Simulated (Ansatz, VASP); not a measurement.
## W: VASP beside Ansatz

POSCAR

```
W
1.0
   -1.6234631336      1.6234631336      1.6234631336
    1.6234631336     -1.6234631336      1.6234631336
    1.6234631336      1.6234631336     -1.6234631336
W
1
Direct
    0.0000000000      0.0000000000      0.0000000000
```

File INCAR.step1:

```
SYSTEM = W
PREC = Accurate
ENCUT = 520
ISMEAR = 1
SIGMA = 0.1
LREAL = .False.
LASPH = .True.
NELM = 100
NBANDS = 13
GGA = PE
ALGO = Normal
EDIFF = 1E-4
LWAVE = .True.
LCHARG = .False.
```

Contents of INCAR.step2:

```
SYSTEM = W
PREC = Accurate
ENCUT = 520
EDIFF = 1E-7
ISMEAR = 1
SIGMA = 0.1
LREAL = .False.
LASPH = .True.
NELM = 100
ALGO = Normal
ISIF = 2
LWAVE = .False.
LCHARG = .True.
METAGGA = R2SCAN
LMIXTAU = .True.
LELF = .True.
LVHAR = .True.
NBANDS = 13
ISTART = 1
```

The input KPOINTS:

```
regular mesh
0
Gamma
  13 13 13
  0 0 0
```

Input for Ansatz:

```yaml
crystal:
  lattice:
    - [-1.6234631336064826, 1.6234631336064826, 1.6234631336064826]
    - [1.6234631336064826, -1.6234631336064826, 1.6234631336064826]
    - [1.6234631336064826, 1.6234631336064826, -1.6234631336064826]
  atoms:
    - { symbol: W, position: [0.0, 0.0, 0.0] }
basis:
  ecutwfc: 650.0
kpoints:
  mp_grid:
    grid: [13, 13, 13]
hamiltonian:
  xc: r2scan
scf:
  convergence:
    dr2_threshold: 1.0e-10
  occupations:
    method: methfessel_paxton
output:
  stress: true
```

Alike in both runs: task single point; functional r2SCAN; k mesh 13 × 13 × 13; no spin polarisation.

|  | VASP | Ansatz |
| --- | --- | --- |
| version | VASP 6.6.1 | Ansatz 0.2.0 |
| potentials or method | VASP PAW PBE potentials, release 64 (W_sv), cutoff 520 eV | plane waves, PAW |
| occupations | methfessel-paxton of order 1, width 0.1 eV | methfessel-paxton of order 1 |
| valence electrons in the cell | 14 | 14 |

```tsv
	VASP	Ansatz	Ansatz less VASP
pressure (GPa)	-19.5	-20.4	-0.88
```

VASP's potentials were made for PBE, not for r2SCAN.

Spin-orbit coupling is off throughout.
